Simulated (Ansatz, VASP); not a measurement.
One calculation of In3SbTe2, two programs

File INCAR:

```
SYSTEM = In3SbTe2
PREC = Accurate
ENCUT = 520
EDIFF = 1E-7
ISMEAR = 0
SIGMA = 0.1
LREAL = .FALSE.
LASPH = .TRUE.
NELM = 100
ALGO = Normal
ISIF = 2
LWAVE = .FALSE.
LCHARG = .FALSE.
GGA = PE
NBANDS = 37
```

KPOINTS

```
regular mesh
0
G
  6 6 2
  0 0 0
```

The input POSCAR:

```
In3SbTe2
1.0
    5.1635276400      0.0000000000      0.0000000000
   -2.5817638200      4.4717461100      0.0000000000
    0.0000000000      0.0000000000      8.2480167900
In Sb Te
3 1 2
Direct
    0.5000000000      0.0000000000      0.5000000000
    0.0000000000      0.5000000000      0.5000000000
    0.5000000000      0.5000000000      0.5000000000
    0.0000000000      0.0000000000      0.5000000000
    0.3333333300      0.6666666700      0.0000000000
    0.6666666700      0.3333333300      0.0000000000
```

Input for Ansatz:

```yaml
crystal:
  lattice:
    - [5.16352764, 0.0, 0.0]
    - [-2.58176382, 4.47174611, 0.0]
    - [0.0, 0.0, 8.24801679]
  atoms:
    - { symbol: In, position: [0.5, 0.0, 0.5] }
    - { symbol: In, position: [0.0, 0.5, 0.5] }
    - { symbol: In, position: [0.5, 0.5, 0.5] }
    - { symbol: Sb, position: [0.0, 0.0, 0.5] }
    - { symbol: Te, position: [0.33333333, 0.66666667, 0.0] }
    - { symbol: Te, position: [0.66666667, 0.33333333, 0.0] }
basis:
  ecutwfc: 420
kpoints:
  mp_grid: { grid: [6, 6, 2] }
hamiltonian:
  xc: pbe
scf:
  occupations: { method: gaussian, width: 0.1 }
  lower_state_search: "off"
output:
  forces: true
  stress: true
  eigenvalues: true
```

Alike in both runs: task single point; functional PBE; k mesh 6 × 6 × 2; occupations gaussian, width 0.1 eV; no spin polarisation.

|  | VASP | Ansatz |
| --- | --- | --- |
| version | VASP 6.6.1 | Ansatz 0.2.0 |
| potentials or method | VASP PAW PBE potentials, release 64 (In_d, Sb, Te), cutoff 520 eV | scalar-relativistic, plane waves, PAW |
| valence electrons in the cell | 56 | 86 |

VASP gave:

```
gap on the k mesh at the Fermi level (eV)                     : none
pressure (GPa)                                                : 25.2
traceless stress, the component that is largest in VASP (GPa) : -27.17
```

Question: Estimate Ansatz's values.

Answer: gap on the k mesh at the Fermi level (eV): none; pressure (GPa): 25.2; traceless stress, the component that is largest in VASP (GPa): -27.16.

A gap of «none» marks a metal or a gap that the smearing closes. VASP's potentials hold 56 valence electrons a cell and Ansatz's 86, so a difference there can come from the potentials and not from the codes.

The k mesh is coarse, so the values compare programs but aren't converged. Spin-orbit coupling is off throughout.
